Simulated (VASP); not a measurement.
# As (P6_3/mmc) in VASP: notebook

Runs on As. Level: r2SCAN. Tasks: relaxation of cell and atoms, single point.

Everything below comes from runs of VASP 6.6.1. Logs are shortened: lines on timing, memory, paths and dates and some standing lists are left out, and cuts for length are marked.

## (1) The cell of the first run

The structure is hexagonal, space group P6_3/mmc (No. 194). The conventional cell has a = 3.117 Å, b = 3.117 Å, c = 10.053 Å, α = 90.00°, β = 90.00°, γ = 120.00°. As (site symmetry -3m) has 12 As at 3.09 to 3.12 Å within 4.1 Å. As (site symmetry -6m2) has 12 As at 3.09 to 3.12 Å within 4.1 Å.

## (2) Relaxation of cell and atoms, r2SCAN

File POSCAR:

```
As
1.0
    3.1169808247      0.0000000000      0.0000000000
   -1.5584904123      2.6993845773      0.0000000000
    0.0000000000      0.0000000000     10.0528783672
As
4
Direct
    0.0000000000      0.0000000000      0.0000000000
    0.0000000000      0.0000000000      0.5000000000
    0.3333333333      0.6666666667      0.7500000000
    0.6666666667      0.3333333333      0.2500000000
```

File INCAR.step1:

```
PREC = Accurate ; ENCUT = 600
ISMEAR = 0 ; SIGMA = 0.1
LREAL = F ; LASPH = T
NELM = 100 ; GGA = PE
ALGO = Normal ; EDIFF = 1E-4
LWAVE = T ; LCHARG = F
```

File INCAR.step2:

```
PREC = Accurate ; ENCUT = 600
EDIFF = 1E-6 ; ISMEAR = 0
SIGMA = 0.1 ; LREAL = F
LASPH = T ; NELM = 100
ALGO = Normal ; ISIF = 3
LWAVE = F ; LCHARG = F
METAGGA = R2SCAN ; LMIXTAU = T
IBRION = 2 ; NSW = 90
EDIFFG = -0.04 ; ISTART = 1
```

File KPOINTS:

```
Automatic mesh
0
Gamma
  6 6 2
```

Potentials or basis: VASP PAW PBE potentials, release 64 (As).

Started as:

```
cat potpaw_PBE.64/As/POTCAR > POTCAR
cp INCAR.step1 INCAR
mpirun -np 1 vasp_std > vasp.out
cp INCAR.step2 INCAR
mpirun -np 1 vasp_std > vasp.out
```

OUTCAR:

```text
PREC = Accurate
   ENCUT = 600
   EDIFF = 1E-6
   ISMEAR = 0
   LREAL = F
   LASPH = T
   NELM = 100
   ISIF = 3
   METAGGA = R2SCAN
   IBRION = 2
   NSW = 90
   EDIFFG = -0.04
   ISTART = 1

 ion  position               nearest neighbor table
   1  0.000  0.000  0.000-
   2  0.000  0.000  0.500-
   3  0.333  0.667  0.750-
   4  0.667  0.333  0.250-

  LATTYP: Found a hexagonal cell.
 ALAT       =     3.1169808247
 C/A-ratio  =     3.2251973729

  Lattice vectors:

 A1 = (   3.1169808247,   0.0000000000,   0.0000000000)
 A2 = (  -1.5584904123,   2.6993845773,   0.0000000000)
 A3 = (   0.0000000000,   0.0000000000,  10.0528783672)

Analysis of symmetry for initial positions (statically):
=====================================================================
 Subroutine PRICEL returns:
 Original cell was already a primitive cell.

 Routine SETGRP: Setting up the symmetry group for a
 hexagonal supercell.

 Subroutine GETGRP returns: Found 24 space group operations
 (whereof 12 operations were pure point group operations)
 out of a pool of 24 trial point group operations.

The static configuration has the point symmetry D_3d.
 The point group associated with its full space group is D_6h.

Analysis of symmetry for dynamics (positions and initial velocities):
=====================================================================
 Subroutine PRICEL returns:
 Original cell was already a primitive cell.

 Routine SETGRP: Setting up the symmetry group for a
 hexagonal supercell.

 Subroutine GETGRP returns: Found 24 space group operations
 (whereof 12 operations were pure point group operations)
 out of a pool of 24 trial point group operations.

The dynamic configuration has the point symmetry D_3d.
 The point group associated with its full space group is D_6h.

 Subroutine INISYM returns: Found 24 space group operations
 (whereof 12 operations are pure point group operations),
 and found     1 'primitive' translations

----------------------------------------------------------------------------------------

                                     Primitive cell

  volume of cell :      84.5842

  direct lattice vectors                    reciprocal lattice vectors
     3.116980825  0.000000000  0.000000000     0.320823276  0.185227405  0.000000000
    -1.558490412  2.699384577  0.000000000     0.000000000  0.370454810  0.000000000
     0.000000000  0.000000000 10.052878367     0.000000000  0.000000000  0.099473998

  length of vectors
     3.116980825  3.116980825 10.052878367     0.370454810  0.370454810  0.099473998

  position of ions in fractional coordinates (direct lattice)
     0.000000000  0.000000000  0.000000000
     0.000000000  0.000000000  0.500000000
     0.333333333  0.666666667  0.750000000
     0.666666667  0.333333333  0.250000000

  ion indices of the primitive-cell ions
   primitive index   ion index
                 1           1
                 2           2
                 3           3
                 4           4

----------------------------------------------------------------------------------------

 KPOINTS: Automatic mesh

Automatic generation of k-mesh.
 Grid dimensions read from file:
 generate k-points for:    6    6    2

 Generating k-lattice:

  Cartesian coordinates                     Fractional coordinates (reciprocal lattice)
     0.053470546  0.030871234  0.000000000     0.166666667  0.000000000  0.000000000
     0.000000000  0.061742468  0.000000000     0.000000000  0.166666667  0.000000000
     0.000000000  0.000000000  0.049736999     0.000000000  0.000000000  0.500000000

  Length of vectors
     0.061742468  0.061742468  0.049736999

  Shift w.r.t. Gamma in fractional coordinates (k-lattice)
     0.000000000  0.000000000  0.000000000

 Subroutine IBZKPT returns following result:
 ===========================================

 Found     14 irreducible k-points:

 Following reciprocal coordinates:
            Coordinates               Weight
  0.000000  0.000000  0.000000      1.000000
  0.166667  0.000000  0.000000      6.000000
  0.333333  0.000000  0.000000      6.000000
  0.500000  0.000000  0.000000      3.000000
  0.166667  0.166667  0.000000      6.000000
  0.333333  0.166667  0.000000     12.000000
  0.333333  0.333333  0.000000      2.000000
  0.000000  0.000000  0.500000      1.000000
  0.166667  0.000000  0.500000      6.000000
  0.333333  0.000000  0.500000      6.000000
  0.500000  0.000000  0.500000      3.000000
  0.166667  0.166667  0.500000      6.000000
  0.333333  0.166667  0.500000     12.000000
  0.333333  0.333333  0.500000      2.000000
   k-points           NKPTS =     14   k-points in BZ     NKDIM =     14   number of bands    NBANDS=     14
   number of dos      NEDOS =    301   number of ions     NIONS =      4
   total plane-waves  NPLWV =  62720
   dimension x,y,z NGX =    28 NGY =   28 NGZ =   80
   dimension x,y,z NGXF=    56 NGYF=   56 NGZF=  160
   ions per type =               4
   NGX,Y,Z   is equivalent  to a cutoff of  14.93, 14.93, 13.23 a.u.
   NGXF,Y,Z  is equivalent  to a cutoff of  29.87, 29.87, 26.46 a.u.
 SYSTEM =  unknown system
   PREC   = accura    normal or accurate (medium, high low for compatibility)
   ISTART =      1    job   : 0-new  1-cont  2-samecut
   ICHARG =      0    charge: 1-file 2-atom 10-const
   ISPIN  =      1    spin polarized calculation?
   LNONCOLLINEAR =      F non collinear calculations
   LSORBIT =      F    spin-orbit coupling
   LASPH  =      T    aspherical Exc in radial PAW
   ENCUT  =  600.0 eV  44.10 Ry    6.64 a.u.   6.23  6.23 20.08*2*pi/ulx,y,z
   NELM   =    100;   NELMIN=  2; NELMDL=  0     # of ELM steps
   EDIFF  = 0.1E-05   stopping-criterion for ELM
   LREAL  =      F    real-space projection
   EDIFFG = -.4E-01   stopping-criterion for IOM
   NSW    =     90    number of steps for IOM
   IBRION =      2    ionic relax: 0-MD 1-quasi-New 2-CG
   NFREE  =      1    steps in history (QN), initial steepest desc. (CG)
   ISIF   =      3    stress and relaxation
   ISYM   =      2    0-nonsym 1-usesym 2-fastsym
   POTIM  = 0.5000    time-step for ionic-motion
   TEBEG  =    0.0;   TEEND  =   0.0 temperature during run
   PSTRESS=    0.0 pullay stress
   NELECT =      20.0000    total number of electrons
   NUPDOWN=      -1.0000    fix difference up-down
   EMIN   =  10.00;   EMAX   =-10.00  energy-range for DOS
   EFERMI =   0.00;   METHOD = LEGACY
   ISMEAR =     0;   SIGMA  =   0.10  broadening in eV -4-tet -1-fermi 0-gaus
   EFERMI_NEDOS =   21; number of points for ismear=-14 and -15
   IALGO  =     38    algorithm
   IMIX   =      4    mixing-type and parameters
     AMIX     =   0.40;   BMIX     =  1.00
     AMIX_MAG =   1.60;   BMIX_MAG =  1.00
  volume/ion in A,a.u.               =      21.15       142.70
  Fermi-wavevector in a.u.,A,eV,Ry     =   1.012329  1.913025 13.943389  1.024810
  Thomas-Fermi vector in A             =   2.145432
   LORBIT       =      0    0 simple, 1 ext, 2 COOP (PROOUT), +10 PAW based schemes
   METAGGA = R2SCAN    functional components
   LHFCALC =     F    Hartree Fock is set to
   AEXX    =    0.0000 exact exchange contribution
   IVDW    =     0    specifies the selected vdW correction
   LEPSILON=     F    determine dielectric tensor
   LRPA    =     F    only Hartree local field effects (RPA)
 conjugate gradient relaxation of ions
 non-spin polarized calculation
 Gauss-broadening in eV      SIGMA  =   0.10
  energy-cutoff  :      600.00
  volume of cell :       84.58
 maximum number of plane-waves:      2848
 NGX is ok and might be reduce to    28
   NGX = 13   NGY = 13   NGZ = 41

--------------------------------------- Ionic step        1  -------------------------------------------

 number of electron      20.0000001 magnetization

 Free energy of the ion-electron system (eV)
  ---------------------------------------------------
  ext. energy  EPLUGINS =         0.00000000
  ---------------------------------------------------
  free energy    TOTEN  =       -55.95568920 eV

  energy without entropy =      -55.94983112  energy(sigma->0) =      -55.95276016

------------------------ aborting loop because EDIFF is reached ----------------------------------------

  FORCE on cell =-STRESS in cart. coord.  units (eV):
  Direction    XX          YY          ZZ          XY          YZ          ZX
  --------------------------------------------------------------------------------------
  -------------------------------------------------------------------------------------
  Total       -4.9374252     -4.9374252     -1.6813454     -0.0000000      0.0000000      0.0000000
  in kB      -93.5237231    -93.5237231    -31.8477100     -0.0000000      0.0000000      0.0000000
  external PRESSURE =     -72.9650520 kB  Pullay stress =       0.0000000 kB
[... 175 lines left out ...]
  energy  without entropy=      -56.2402942080  energy(sigma->0) =      -56.24293112

--------------------------------------- Ionic step        6  -------------------------------------------

 number of electron      20.0000001 magnetization

 Free energy of the ion-electron system (eV)
  ---------------------------------------------------
  ext. energy  EPLUGINS =         0.00000000
  ---------------------------------------------------
  free energy    TOTEN  =       -56.24588282 eV

  energy without entropy =      -56.24081085  energy(sigma->0) =      -56.24334683

 E-fermi :   6.1688     XC(G=0): -11.3700

 val. band max:        6.1665932229   @ k =   0.1667   0.1667   0.0000
 cond. band min:       6.8042049694   @ k =   0.3333   0.1667   0.5000
 fundamental gap:      0.6376117465
 Fermi energy:         6.1687502274

 k-point     1 :       0.0000    0.0000    0.0000
  band No.  band energies     occupation
      1      -9.4913      2.00000
      2      -8.1011      2.00000
      3      -8.0253      2.00000
      4      -5.2414      2.00000
      5      -0.7402      2.00000
      6       4.9066      2.00000
      7       4.9368      2.00000
      8      11.1086      0.00000
      9      11.1086      0.00000
     10      11.8341      0.00000
     11      11.8341      0.00000
     12      11.8375      0.00000
     13      11.8375      0.00000
     14      11.8944      0.00000
[... 250 lines left out ...]
  FREE ENERGIE OF THE ION-ELECTRON SYSTEM (eV)
  ---------------------------------------------------
  free  energy   TOTEN  =       -56.2458828151 eV

  energy  without entropy=      -56.2408108540  energy(sigma->0) =      -56.24334683

 reached required accuracy - stopping structural energy minimisation
```

It took 10 min on 1 thread of Intel Xeon Platinum 8375C at 2.90GHz (Ice Lake), shared host; peak memory 0.27 GiB.

Results:

* Free energy: -56.2459 eV
* Relaxed volume: 19.00 Å³/atom
* Relaxed cell: a = 2.957 Å, b = 2.957 Å, c = 10.039 Å, α = 90.00°, β = 90.00°, γ = 120.00°
* Space group after relaxing (to 0.05 Å): P6_3/mmc (No. 194)
* Energy gained by relaxing: 72.5 meV/atom
* Ionic steps: 6
* Pressure after relaxing: -0.1 GPa
* Band gap on the k mesh: zero (band 10 reaches 11.83 eV, above the bottom of band 11 at 3.24 eV)

Stress tensor (GPa, compression positive):
```
-0.17  0.00  0.00
 0.00 -0.17  0.00
 0.00  0.00 -0.09
```

The path:
```csv
step,energy change (eV),largest force (eV/Å),pressure (GPa),volume (Å³)
1,0.0000,0.0000,-7.30,84.58
2,-0.2608,0.0000,3.27,73.29
3,-0.2777,0.0000,0.78,75.25
4,-0.2893,0.0000,0.31,75.64
5,-0.2899,0.0000,0.38,75.57
6,-0.2902,0.0000,-0.14,76.02
```

Final structure:
```xyz
4
Lattice="2.9570 0.0000 0.0000 -1.4785 2.5609 0.0000 0.0000 0.0000 10.0385" Properties=species:S:1:pos:R:3 pbc="T T T"
As    2.9570    0.0000   10.0385
As    2.9570    0.0000    5.0193
As    0.0000    1.7072    7.5289
As    1.4785    0.8536    2.5096
```

Caveat: the k points lie up to 0.41 Å⁻¹ apart in the final cell; the PAW data sets were made with another functional, which shifts forces and pressure a little.

## (3) Relaxation of cell and atoms, r2SCAN

This run uses another cell than the first one, of 20.11 Å³/atom, 0.951 times its volume.

File POSCAR:

```
As
1.0
    3.8322932247      0.0000000000      0.0000000000
   -1.9161466124      3.3188632874      0.0000000000
    0.0000000000      0.0000000000      6.3232838208
As
4
Direct
    0.3333333333      0.6666666667      0.4375000000
    0.6666666667      0.3333333333      0.9375000000
    0.6666666667      0.3333333333      0.5625000000
    0.3333333333      0.6666666667      0.0625000000
```

File INCAR.step1:

```
ALGO = Normal
EDIFF = 1E-4
ENCUT = 600
GGA = PE
ISMEAR = 0
LASPH = T
LCHARG = F
LREAL = F
LWAVE = T
NELM = 80
PREC = Accurate
SIGMA = 0.1
```

File INCAR.step2:

```
ALGO = Normal
EDIFF = 1E-6
EDIFFG = -0.04
ENCUT = 600
IBRION = 2
ISIF = 3
ISMEAR = 0
ISTART = 1
LASPH = T
LCHARG = F
LMIXTAU = T
LREAL = F
LWAVE = F
METAGGA = R2SCAN
NELM = 80
NSW = 90
PREC = Accurate
SIGMA = 0.1
```

File KPOINTS:

```
k-points
0
Gamma
  6 6 4
```

Potentials or basis: VASP PAW PBE potentials, release 64 (As).

Started as:

```
cat potpaw_PBE.64/As/POTCAR > POTCAR
cp INCAR.step1 INCAR
mpirun -np 1 vasp_std > vasp.out
cp INCAR.step2 INCAR
mpirun -np 1 vasp_std > vasp.out
```

It took 31 min on 1 thread of Intel Xeon Platinum 8375C at 2.90GHz (Ice Lake), shared host; peak memory 0.25 GiB.

Results (log left out):

| Quantity | Value |
| --- | --- |
| Free energy | -57.9483 eV |
| Relaxed volume | 26.12 Å³/atom |
| Relaxed cell | a = 4.589 Å, b = 4.589 Å, c = 5.730 Å, α = 90.00°, β = 90.00°, γ = 120.00° |
| Space group after relaxing (to 0.05 Å) | P6_3/mmc (No. 194) |
| Energy gained by relaxing | 729.1 meV/atom |
| Ionic steps | 19 |
| Pressure after relaxing | 0.1 GPa |
| Largest force after relaxing | 0.024 eV/Å |
| Band gap on the k mesh | zero (band 10 reaches 3.99 eV, above the bottom of band 11 at 3.31 eV) |

Forces in eV/Å, atoms in the order of the input:
```
As   0.000  0.000  0.024
As   0.000  0.000  0.024
As   0.000  0.000 -0.024
As   0.000  0.000 -0.024
```

Stress tensor (GPa, compression positive):
```
 0.17  0.00  0.00
 0.00  0.17  0.00
 0.00  0.00 -0.07
```

The path:
```
step  energy change (eV)  largest force (eV/Å)  pressure (GPa)  volume (Å³)
   1              0.0000                0.4854           31.36        80.42
   2             -1.9281                0.0304           -7.09       135.45
   3             -2.5247                0.0133           -0.21       112.57
   4             -2.5246                0.0110            0.13       111.85
   5             -2.5426                0.1296            0.25       111.76
   6             -2.5774                0.5712            0.76       111.34
   7             -2.5807                0.7188            0.86       111.13
   8             -2.5870                0.7250            0.78       111.22
   9             -2.6063                0.7403            0.52       111.51
  10             -2.6433                0.7625           -0.03       112.03
  11             -2.6813                1.0072           -0.54       112.86
  12             -2.7221                0.8636           -0.99       112.94
  13             -2.7921                0.5096           -2.14       113.10
  14             -2.7952                0.3759           -2.54       113.12
  15             -2.8570                0.2318           -2.00       110.64
  16             -2.9128                0.0250           -0.68       106.07
  17             -2.9138                0.0632           -0.43       105.36
  18             -2.9162                0.0083           -0.01       104.63
  19             -2.9163                0.0242            0.09       104.48
```

Final structure:
```
As
1.0
     4.58870    0.00000    0.00000
    -2.29435    3.97393    0.00000
     0.00000    0.00000    5.72954
As
4
Direct
  0.33333 0.66667 0.46356
  0.66667 0.33333 0.96356
  0.66667 0.33333 0.53644
  0.33333 0.66667 0.03644
```

Levels at points of the mesh, in eV from the Fermi level:
```tsv
k point	band 6	band 7	band 8	band 9	band 10	band 11	band 12	band 13	band 14
(0.00, 0.00, 0.00)	-4.55	-4.55	-2.69	-2.27	-2.27	-0.38	-0.38	2.46	2.46
(0.50, 0.00, 0.00)	-5.42	-4.51	-3.09	-2.82	-0.62	1.92	1.93	4.45	4.73
(0.00, 0.00, 0.50)	-3.67	-3.67	-3.67	-2.59	-2.59	0.88	0.88	0.88	0.88
(0.50, 0.00, 0.50)	-4.51	-3.23	-3.23	-1.64	-1.64	0.94	0.94	3.40	3.40
```

Caveat: the volume moved by over 15 % at a fixed basis, so the end points are rough; the PAW data sets were made with another functional, which shifts forces and pressure a little.

## (4) Single point, r2SCAN

This run uses another cell than the first one, of 26.18 Å³/atom, 1.238 times its volume.

File POSCAR:

```
As
1.0
    4.5872856280      0.0000000000      0.0000000000
   -2.2936428140      3.9727058882      0.0000000000
    0.0000000000      0.0000000000      5.7460001682
As
4
Direct
    0.3333333333      0.6666666667      0.4630065957
    0.6666666667      0.3333333333      0.9630065957
    0.6666666667      0.3333333333      0.5369934043
    0.3333333333      0.6666666667      0.0369934043
```

Edit INCAR.step1 of step 3 so:

```diff
@@ -2,3 +2,3 @@
 EDIFF = 1E-4
-ENCUT = 600
+ENCUT = 520
 GGA = PE
@@ -9,2 +9,3 @@
 LWAVE = T
+NBANDS = 18
 NELM = 80
```

File INCAR.step2:

```
ALGO = Normal
EDIFF = 1E-6
ENCUT = 520
ISIF = 2
ISMEAR = 0
ISTART = 1
LASPH = T
LCHARG = F
LMIXTAU = T
LREAL = F
LWAVE = F
METAGGA = R2SCAN
NBANDS = 18
NELM = 80
PREC = Accurate
SIGMA = 0.1
```

File KPOINTS:

```
k-points
0
Gamma
  12 12 8
```

Started as:

```
cat potpaw_PBE.64/As/POTCAR > POTCAR
cp INCAR.step1 INCAR
mpirun -np 1 vasp_std > vasp.out
cp INCAR.step2 INCAR
mpirun -np 1 vasp_std > vasp.out
```

It took 9.8 min on 1 thread of Intel Xeon Platinum 8375C at 2.90GHz (Ice Lake), shared host; peak memory 0.33 GiB.

The run converged. Its results:

```
Free energy            : -57.9538 eV
Pressure               : 0.0 GPa
Largest force          : 0.026 eV/Å
Band gap on the k mesh : zero (band 10 reaches 4.10 eV, above the bottom of band 11 at 3.30 eV)
```

Forces on the atoms (eV/Å):
```
As   0.000  0.000  0.026
As   0.000  0.000  0.026
As   0.000  0.000 -0.026
As   0.000  0.000 -0.026
```

Stress tensor (GPa, compression positive):
```
-0.02  0.00  0.00
 0.00 -0.02  0.00
 0.00  0.00  0.15
```

Levels at points of the mesh, in eV from the Fermi level:
```
           k point  band 8  band 9  band 10  band 11  band 12  band 13
(0.00, 0.00, 0.00)   -2.73   -2.32    -2.32    -0.41    -0.41     2.41
(0.50, 0.00, 0.00)   -3.14   -2.83    -0.67     1.88     1.89     4.39
(0.00, 0.00, 0.50)   -3.70   -2.64    -2.64     0.84     0.84     0.84
(0.50, 0.00, 0.50)   -3.29   -1.69    -1.69     0.89     0.89     3.37
```

Caveat: the PAW data sets were made with another functional, which shifts forces and pressure a little.

[end of part 1 of 2]
